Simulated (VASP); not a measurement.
Write the native input for VASP 6.6.1 that does the following.

| Item | Value |
| --- | --- |
| Task | single point |
| Functional | PBEsol |
| Potentials or basis | VASP PAW PBE potentials, release 64 (Bi_d) |
| Cutoff | 520 eV |
| k mesh | 9 × 9 × 3 |
| Occupations | fermi-dirac, width 0.08 eV |
| Spin | no spin polarisation |
| Dipole correction | no |
| Further INCAR settings | ALGO = Normal; EDIFF = 1e-07; NBANDS = 22 |

The structure of Bi lies in POSCAR:

```
Bi
1.0
    4.5390002997      0.0453900030      0.0453900030
   -2.2301912542      3.9081945659      0.0166138942
    0.1182900000      0.1182900000     11.8290000000
Bi
2
Direct
    0.3333333333      0.6666666667      0.2500000000
    0.6666666667      0.3333333333      0.7500000000
```

This cell differs from its parent crystal: equal xy, yz and zx shear strains of +2 %.

The input as run:

INCAR

```
ALGO = Normal
EDIFF = 1E-7
ENCUT = 520
GGA = PS
ISIF = 2
ISMEAR = -1
LASPH = True
LCHARG = False
LREAL = False
LWAVE = False
NBANDS = 22
NELM = 80
PREC = Accurate
SIGMA = 0.08
```

KPOINTS

```
k-points
0
Gamma
  9 9 3
```

Potentials or basis: VASP PAW PBE potentials, release 64 (Bi_d).

Run with:

```console
$ cat potpaw_PBE.64/Bi_d/POTCAR > POTCAR
$ mpirun -np 1 vasp_std > vasp.out
```

It gave:

The pressure is -3.5 GPa and the band gap on the k mesh is zero (bands 15 and 16 overlap by 2.09 eV).

Caveat: the cell differs from its parent crystal (equal xy, yz and zx shear strains of +2 %); the cell stands under tension; the PAW data sets were made with another functional, which shifts forces and pressure a little; spin-orbit coupling is left out, which moves the levels of the heavy elements.

Run time: 9.3 min on 1 thread of Oxide Virtual Turin-like Processor, on a shared host, peak memory 0.6 GiB.
